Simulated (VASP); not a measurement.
ErB:

```
CELL_PARAMETERS angstrom
3.53965 0.00000 0.00000
-1.76983 3.06543 0.00000
0.00000 0.00000 3.40802
ATOMIC_POSITIONS crystal
Er 0.00000 0.00000 0.00000
B 0.33333 0.66667 0.50000
```

The cell was built from a structure type or drawn by symmetry, and may not be a known phase.

| Property | Result |
| --- | --- |
| Program | VASP 6.6.1 |
| Task | relaxation of cell and atoms |
| Functional | PBE |
| Potentials or basis | VASP PAW PBE potentials, release 64 (Er_3, B), 4f in core |
| Cutoff | 500 eV |
| k mesh | 18 × 18 × 16 |
| Occupations | gaussian, width 0.1 eV |
| Spin | no spin polarisation |

At the start: pressure 0.3 GPa; volume 18.49 Å³/atom.

**Question.** Where does the relaxation end?

**Answer.** Over 8 steps the energy falls by 3.4 meV/atom and the volume is 18.65 Å³/atom (+0.9 %); space group P-6m2 (No. 187, to 0.1 Å) before and after.

The path:
| step | energy change (eV) | largest force (eV/Å) | pressure (GPa) | volume (Å³) |
| --- | --- | --- | --- | --- |
| 1 | 0.0000 | 0.0000 | 0.28 | 36.98 |
| 2 | -0.0016 | 0.0000 | -0.03 | 37.15 |
| 3 | -0.0042 | 0.0000 | -0.96 | 37.67 |
| 4 | -0.0049 | 0.0000 | -0.88 | 37.65 |
| 5 | -0.0063 | 0.0000 | -0.61 | 37.56 |
| 6 | -0.0064 | 0.0000 | -0.51 | 37.53 |
| 7 | -0.0067 | 0.0000 | -0.32 | 37.43 |
| 8 | -0.0069 | 0.0000 | -0.05 | 37.29 |

Final structure:
```cif
data_structure
_symmetry_space_group_name_H-M 'P 1'
_symmetry_Int_Tables_number 1
_cell_length_a 3.6058
_cell_length_b 3.6058
_cell_length_c 3.3122
_cell_angle_alpha 90.000
_cell_angle_beta 90.000
_cell_angle_gamma 120.000
_cell_volume 37.29
loop_
_atom_site_label
_atom_site_type_symbol
_atom_site_fract_x
_atom_site_fract_y
_atom_site_fract_z
_atom_site_occupancy
Er1 Er 0.00000 0.00000 0.00000 1
B1 B 0.33333 0.66667 0.50000 1
```
